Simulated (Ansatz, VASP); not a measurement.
One calculation of Cu, two programs

```
Cu
1.0
     0.00000    1.78182    1.78182
     1.78182    0.00000    1.78182
     1.78182    1.78182    0.00000
Cu
1
Cartesian
  0.0000 0.0000 0.0000
```

Alike in both runs: functional PBEsol; k mesh 18 × 18 × 18; occupations fermi-dirac, width 0.05 eV; no spin polarisation.

Ansatz relaxed the structure, and its values are those at the end. VASP's run is a single point on that final structure, the one shown.

```csv
,VASP,Ansatz
version,VASP 6.6.1,Ansatz 0.2.0
potentials or method,"VASP PAW PBE potentials, release 64 (Cu), cutoff 600 eV",plane-wave PAW DFT
valence electrons in the cell,11,19
```

VASP gave:

* pressure (GPa): 0.9

What did Ansatz give for the same quantities?

Pressure (GPa): 0.0.

VASP's potentials were made for PBE, not for PBEsol, and Ansatz warns of the same on its side. VASP's potentials hold 11 valence electrons a cell and Ansatz's 19, so a difference there can come from the potentials and not from the codes.
